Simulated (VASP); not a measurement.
# Ir (Fm-3m) in VASP: notebook

Ir is run at these levels: PBE+U; tasks: single point.

Everything below comes from runs of VASP 6.6.1. Logs are shortened: lines on timing, memory, paths and dates and some standing lists are left out, and cuts for length are marked.

### 1 The cell of the first run

The structure is cubic, space group Fm-3m (No. 225). Conventional cell: a = 3.840 Å, b = 3.840 Å, c = 3.840 Å, α = 90.00°, β = 90.00°, γ = 90.00°. Ir (site symmetry m-3m) has 12 Ir at 2.72 Å within 3.6 Å.

### 2 Single point, PBE+U, non-collinear spin, zero start, spin-orbit coupling

Input file INCAR:

```
SYSTEM = Ir
PREC     = Accurate       ! precision mode
ENCUT    = 520            ! plane-wave cutoff, eV
EDIFF    = 1E-6           ! SCF threshold, eV
ISMEAR   = 0              ! smearing method
SIGMA    = 0.05           ! smearing width, eV
LREAL    = .FALSE.        ! projectors in reciprocal space
LASPH    = .TRUE.         ! aspherical terms in the spheres
NELM     = 150            ! most SCF steps
ALGO     = Normal         ! electronic algorithm
ISIF     = 2              ! what is computed and relaxed
LWAVE    = .FALSE.        ! write WAVECAR
LCHARG   = .TRUE.         ! write CHGCAR
MAGMOM   = 0 0 0          ! initial moments
LORBIT   = 11             ! projections on sites
LSORBIT  = .TRUE.         ! spin-orbit coupling
GGA_COMPAT= .FALSE.      
LORBMOM  = .TRUE.       
LMAXMIX  = 4              ! l up to which the mixer works
LDAU     = .TRUE.         ! DFT+U
LDAUTYPE = 2            
LDAUL    = 2              ! shell
LDAUU    = 5              ! U, eV
LDAUJ    = 0            
LDAUPRINT= 1            
GGA      = PE             ! functional
LVHAR    = .TRUE.       
NBANDS   = 20             ! bands
```

Input file KPOINTS:

```
Automatic mesh
0
G
  12 12 12
  0 0 0
```

Input file POSCAR:

```
Ir
1.0
    0.0000000000      1.9200010851      1.9200010851
    1.9200010851      0.0000000000      1.9200010851
    1.9200010851      1.9200010851      0.0000000000
Ir
1
Direct
    0.0000000000      0.0000000000      0.0000000000
```

Potentials or basis: VASP PAW PBE potentials, release 64 (Ir).

Command:

```console
> cat potpaw_PBE.64/Ir/POTCAR > POTCAR
> mpirun -np 1 vasp_ncl > vasp.out
```

OUTCAR:

```text
SYSTEM = Ir
   PREC = Accurate
   ENCUT = 520
   EDIFF = 1E-6
   ISMEAR = 0
   LREAL = .FALSE.
   LASPH = .TRUE.
   NELM = 150
   ISIF = 2
   LORBIT = 11
   LSORBIT = .TRUE.
   GGA = PE

 ion  position               nearest neighbor table
   1  0.000  0.000  0.000-

  LATTYP: Found a face centered cubic cell.
 ALAT       =     3.8400021702

  Lattice vectors:

 A1 = (   0.0000000000,   1.9200010851,   1.9200010851)
 A2 = (   1.9200010851,   0.0000000000,   1.9200010851)
 A3 = (   1.9200010851,   1.9200010851,   0.0000000000)

Analysis of symmetry for initial positions (statically):
=====================================================================
 Subroutine PRICEL returns:
 Original cell was already a primitive cell.

 Routine SETGRP: Setting up the symmetry group for a
 face centered cubic supercell.

 Subroutine GETGRP returns: Found 48 space group operations
 (whereof 48 operations were pure point group operations)
 out of a pool of 48 trial point group operations.

The static configuration has the point symmetry O_h .

Analysis of symmetry for dynamics (positions and initial velocities):
=====================================================================
 Subroutine PRICEL returns:
 Original cell was already a primitive cell.

 Routine SETGRP: Setting up the symmetry group for a
 face centered cubic supercell.

 Subroutine GETGRP returns: Found 48 space group operations
 (whereof 48 operations were pure point group operations)
 out of a pool of 48 trial point group operations.

The dynamic configuration has the point symmetry O_h .

Analysis of structural, dynamic, and magnetic symmetry:
=====================================================================
 Subroutine PRICEL returns:
 Original cell was already a primitive cell.

 Routine SETGRP: Setting up the symmetry group for a
 face centered cubic supercell.

 Subroutine GETGRP returns: Found 48 space group operations
 (whereof 48 operations were pure point group operations)
 out of a pool of 48 trial point group operations.

The overall configuration has the point symmetry O_h .

 Subroutine INISYM returns: Found 48 space group operations
 (whereof 48 operations are pure point group operations),
 and found     1 'primitive' translations

----------------------------------------------------------------------------------------

                                     Primitive cell

  volume of cell :      14.1558

  direct lattice vectors                    reciprocal lattice vectors
     0.000000000  1.920001085  1.920001085    -0.260416519  0.260416519  0.260416519
     1.920001085  0.000000000  1.920001085     0.260416519 -0.260416519  0.260416519
     1.920001085  1.920001085  0.000000000     0.260416519  0.260416519 -0.260416519

  length of vectors
     2.715291574  2.715291574  2.715291574     0.451054643  0.451054643  0.451054643

  position of ions in fractional coordinates (direct lattice)
     0.000000000  0.000000000  0.000000000

  ion indices of the primitive-cell ions
   primitive index   ion index
                 1           1

----------------------------------------------------------------------------------------

 KPOINTS: Automatic mesh

Automatic generation of k-mesh.
 Grid dimensions read from file:
 generate k-points for:   12   12   12

 Generating k-lattice:

  Cartesian coordinates                     Fractional coordinates (reciprocal lattice)
    -0.021701377  0.021701377  0.021701377     0.083333333  0.000000000  0.000000000
     0.021701377 -0.021701377  0.021701377     0.000000000  0.083333333  0.000000000
     0.021701377  0.021701377 -0.021701377     0.000000000  0.000000000  0.083333333

  Length of vectors
     0.037587887  0.037587887  0.037587887

  Shift w.r.t. Gamma in fractional coordinates (k-lattice)
     0.000000000  0.000000000  0.000000000

 Subroutine IBZKPT returns following result:
 ===========================================
[... 79 lines left out ...]
   AEXX    =    0.0000 exact exchange contribution
   IVDW    =     0    specifies the selected vdW correction
   LEPSILON=     F    determine dielectric tensor
   LRPA    =     F    only Hartree local field effects (RPA)
 Gauss-broadening in eV      SIGMA  =   0.05
  energy-cutoff  :      520.00
  volume of cell :       14.16
 maximum number of plane-waves:       784
   NGX =  9   NGY =  9   NGZ =  9

 number of electron       9.0000000 magnetization       0.0000000      0.0000000      0.0000000

 number of electron       9.0000000 magnetization      -0.0000000      0.0000000      0.0000000

atom =   1  type =  1  l = 2

 onsite density matrix

spin component  1

  0.6788 -0.0000  0.0000 -0.0000  0.0000     -0.0000 -0.0000 -0.0000  0.0000  0.0431
 -0.0000  0.6788  0.0000 -0.0000  0.0000      0.0000 -0.0000  0.0000  0.0232  0.0000
  0.0000  0.0000  0.8496 -0.0000  0.0000      0.0000 -0.0000  0.0000 -0.0000  0.0000
 -0.0000 -0.0000 -0.0000  0.6788  0.0000     -0.0000 -0.0232  0.0000 -0.0000 -0.0000
  0.0000  0.0000  0.0000  0.0000  0.8496     -0.0431 -0.0000 -0.0000  0.0000  0.0000
[... 19 lines left out ...]
  0.6788 -0.0000  0.0000 -0.0000 -0.0000     -0.0000  0.0000  0.0000 -0.0000 -0.0431
 -0.0000  0.6788  0.0000 -0.0000  0.0000     -0.0000 -0.0000 -0.0000 -0.0232 -0.0000
  0.0000  0.0000  0.8496 -0.0000  0.0000     -0.0000  0.0000  0.0000  0.0000 -0.0000
 -0.0000 -0.0000 -0.0000  0.6788  0.0000      0.0000  0.0232 -0.0000 -0.0000  0.0000
 -0.0000  0.0000  0.0000  0.0000  0.8496      0.0431  0.0000  0.0000 -0.0000  0.0000

 occupancies and eigenvectors

  o =  0.6325  v =  0.0316  0.5729  0.0000  0.0641  0.0000 -0.5729  0.0316 -0.0000  0.0000  0.0000      0.0000  0.0641  0.0000 -0.5729 -0.0000 -0.0641  0.0000  0.0000  0.0316  0.0000
  o =  0.6325  v = -0.5765  0.0314  0.0000  0.0035 -0.0000 -0.0314 -0.5765  0.0000 -0.0000 -0.0000      0.0000  0.0035 -0.0000 -0.0314 -0.0000 -0.0035 -0.0000 -0.0000 -0.5765 -0.0000
  o =  0.6850  v = -0.1963 -0.1985 -0.0235  0.5469  0.0000 -0.2365 -0.0767  0.1081  0.0518 -0.2429      0.0000  0.0707 -0.0794  0.0380  0.0772  0.6175  0.0518 -0.0365  0.2730 -0.0930
  o =  0.6850  v =  0.7395  0.0480 -0.0007  0.1665 -0.0000 -0.0385 -0.3443  0.0280  0.0014 -0.0825      0.0000  0.0432  0.0116  0.0865 -0.2909  0.2098  0.0014  0.0306 -0.3952 -0.0151
  o =  0.6850  v =  0.1362 -0.5793 -0.0467 -0.0786 -0.0000 -0.1520 -0.3902  0.0239  0.1029  0.1032      0.0000 -0.1837 -0.1463 -0.4273 -0.0536 -0.2622  0.1029 -0.2286  0.2540 -0.0598
  o =  0.6850  v =  0.0190  0.2317  0.1176 -0.2683 -0.0000  0.1430 -0.4973 -0.1437 -0.2589 -0.0378      0.0000  0.3643 -0.2216  0.0887 -0.0075  0.0960 -0.2589  0.0728  0.4783  0.0563
  o =  0.8666  v =  0.0000  0.0988  0.2383 -0.1244  0.0000  0.0297  0.1466  0.5320  0.0541 -0.0276      0.0000  0.1172 -0.6454  0.0691 -0.0000 -0.0072  0.0541 -0.3696 -0.1466 -0.1132
  o =  0.8666  v = -0.0000  0.0344 -0.4333 -0.1592 -0.0000 -0.0005 -0.1104  0.6761 -0.0984 -0.0431      0.0000  0.1479  0.4863  0.0349  0.0000 -0.0113 -0.0984 -0.1526  0.1104  0.0018
  o =  0.8666  v =  0.2497  0.0000 -0.0000  0.0000  0.0000 -0.0000 -0.1248 -0.0000 -0.0000 -0.0000      0.0000 -0.0000 -0.0000  0.0000  0.9521  0.0000 -0.0000  0.0000 -0.1248  0.0000
  o =  0.8666  v =  0.0000  0.1243 -0.0260  0.0181  0.0000  0.2475 -0.0207 -0.0803 -0.0059 -0.0013      0.0000 -0.0184  0.0912 -0.1232  0.0000 -0.0004 -0.0059 -0.0023  0.0207 -0.9440

 number of electron       9.0000000 magnetization       0.0000000     -0.0000000     -0.0000000

 Free energy of the ion-electron system (eV)
  ---------------------------------------------------
  ext. energy  EPLUGINS =         0.00000000
  ---------------------------------------------------
  free energy    TOTEN  =        -4.35871257 eV

  energy without entropy =       -4.35811455  energy(sigma->0) =       -4.35841356

 E-fermi :   9.4140     XC(G=0): -13.9320

 val. band max:        9.2837665898   @ k =  -0.4167   0.5000   0.0833
 cond. band min:       9.4188986318   @ k =   0.3333   0.0000   0.0000
 fundamental gap:      0.1351320420
 Fermi energy:         9.4139685869

 k-point     1 :       0.0000    0.0000    0.0000
  band No.  band energies     occupation
      1      -0.7176      1.00000
      2      -0.7176      1.00000
      3       5.0045      1.00000
      4       5.0045      1.00000
      5       5.0045      1.00000
      6       5.0045      1.00000
[... 541 lines left out ...]
     19      29.6116      0.00000
     20      29.6116      0.00000

 [... further k-points ...]

------------------------ aborting loop because EDIFF is reached ----------------------------------------

  FORCE on cell =-STRESS in cart. coord.  units (eV):
  Direction    XX          YY          ZZ          XY          YZ          ZX
  --------------------------------------------------------------------------------------
  -------------------------------------------------------------------------------------
  Total       -0.7198888     -0.7198888     -0.7198888      0.0000000      0.0000000     -0.0000000
  in kB      -81.4782304    -81.4782304    -81.4782304      0.0000000      0.0000000     -0.0000000
  external PRESSURE =     -81.4782304 kB  Pullay stress =       0.0000000 kB

 VOLUME and BASIS-vectors are now :
 -----------------------------------------------------------------------------
  energy-cutoff  :      520.00
  volume of cell :       14.16
      direct lattice vectors                 reciprocal lattice vectors
     0.000000000  1.920001085  1.920001085    -0.260416519  0.260416519  0.260416519
     1.920001085  0.000000000  1.920001085     0.260416519 -0.260416519  0.260416519
     1.920001085  1.920001085  0.000000000     0.260416519  0.260416519 -0.260416519

 POSITION                                       TOTAL-FORCE (eV/Angst)
 -----------------------------------------------------------------------------------
      0.00000      0.00000      0.00000        -0.000000      0.000000      0.000000
 -----------------------------------------------------------------------------------
    total drift:                               -0.000000     -0.000000     -0.000000

  FREE ENERGIE OF THE ION-ELECTRON SYSTEM (eV)
  ---------------------------------------------------
  free  energy   TOTEN  =        -4.3587125744 eV

  energy  without entropy=       -4.3581145547  energy(sigma->0) =       -4.35841356

 orbital moment (x)

 # of ion     p       d       tot
 ----------------------------------------
  1        -0.000  -0.000  -0.000
 ----------------------------------------
           -0.000  -0.000  -0.000

 orbital moment (y)

 # of ion     p       d       tot
 ----------------------------------------
  1        -0.000   0.000   0.000
 ----------------------------------------
           -0.000   0.000   0.000

 orbital moment (z)

 # of ion     p       d       tot
 ----------------------------------------
  1         0.000   0.000   0.000
 ----------------------------------------
            0.000   0.000   0.000

 Spin-Orbit-Coupling matrix elements

 Ion:    1  E_soc:     -0.8228155
 l=   1
     0.0000000    -0.0364040    -0.0364040
    -0.0364040     0.0000000    -0.0364040
    -0.0364040    -0.0364040     0.0000000
 l=   2
     0.0000000    -0.0188679     0.0000000    -0.0188679    -0.0818640
    -0.0188679     0.0000000    -0.0613980    -0.0188679    -0.0204660
     0.0000000    -0.0613980     0.0000000    -0.0613980     0.0000000
    -0.0188679    -0.0188679    -0.0613980     0.0000000    -0.0204660
    -0.0818640    -0.0204660     0.0000000    -0.0204660     0.0000000
 l=   3
     0.0000000     0.0000000     0.0000000     0.0000000     0.0000000     0.0000000     0.0000000
     0.0000000     0.0000000     0.0000000     0.0000000     0.0000000     0.0000000     0.0000000
     0.0000000     0.0000000     0.0000000     0.0000000     0.0000000     0.0000000     0.0000000
     0.0000000     0.0000000     0.0000000     0.0000000     0.0000000     0.0000000     0.0000000
     0.0000000     0.0000000     0.0000000     0.0000000     0.0000000     0.0000000     0.0000000
     0.0000000     0.0000000     0.0000000     0.0000000     0.0000000     0.0000000     0.0000000
     0.0000000     0.0000000     0.0000000     0.0000000     0.0000000     0.0000000     0.0000000

 total charge

# of ion       s       p       d       tot
------------------------------------------
    1        0.643   0.666   7.395   8.703

 magnetization (x)

# of ion       s       p       d       tot
------------------------------------------
    1        0.000  -0.000   0.000   0.000

 magnetization (y)

# of ion       s       p       d       tot
------------------------------------------
    1        0.000   0.000   0.000   0.000

 magnetization (z)

# of ion       s       p       d       tot
------------------------------------------
    1        0.000  -0.000   0.000   0.000
```

Wall time 85 s (1 thread of AMD EPYC 7R13, shared host); peak memory 0.15 GiB.

What came out:

- Free energy: -4.3587 eV
- Pressure: -8.1 GPa
- Net moment: 0.00 μB per cell
- Valence electrons inside the program's atomic spheres: Ir 8.70

Moments on the atoms (μB; x, y, z):
```
Ir  0.00 0.00 0.00
```

Caveat: the U is typed as a test and isn't derived for this compound. The state reached can hang on the start; a lower one may exist.

### 3 Single point, PBE+U, non-collinear spin, zero start, spin-orbit coupling

INCAR, as its differences from that of step 2:

```diff
@@ -2,3 +2,3 @@
 PREC     = Accurate       ! precision mode
-ENCUT    = 520            ! plane-wave cutoff, eV
+ENCUT    = 500            ! plane-wave cutoff, eV
 EDIFF    = 1E-6           ! SCF threshold, eV
@@ -8,3 +8,3 @@
 LASPH    = .TRUE.         ! aspherical terms in the spheres
-NELM     = 150            ! most SCF steps
+NELM     = 200            ! most SCF steps
 ALGO     = Normal         ! electronic algorithm
@@ -27,2 +27,2 @@
 LVHAR    = .TRUE.       
-NBANDS   = 20             ! bands
+NBANDS   = 28             ! bands
```

KPOINTS is that of step 2.

POSCAR is that of step 2.

Potentials or basis: VASP PAW PBE potentials, release 64 (Ir_sv_GW).

Command:

```console
> cat potpaw_PBE.64/Ir_sv_GW/POTCAR > POTCAR
> mpirun -np 1 vasp_ncl > vasp.out
```

Wall time 46 s (1 thread of Intel Xeon Platinum 8375C at 2.90GHz (Ice Lake), shared host); peak memory 0.19 GiB.

It converged, with:

```yaml
Free_energy: -5.8544 eV
Pressure: 4.6 GPa
Net_moment: 0.00 μB per cell
Valence_electrons_inside_the_program's_atomic_spheres: Ir 16.41
```

Moments on the atoms (μB; x, y, z):
```
Ir  0.00 0.00 0.00
```

Caveat: the U is typed as a test and isn't derived for this compound.
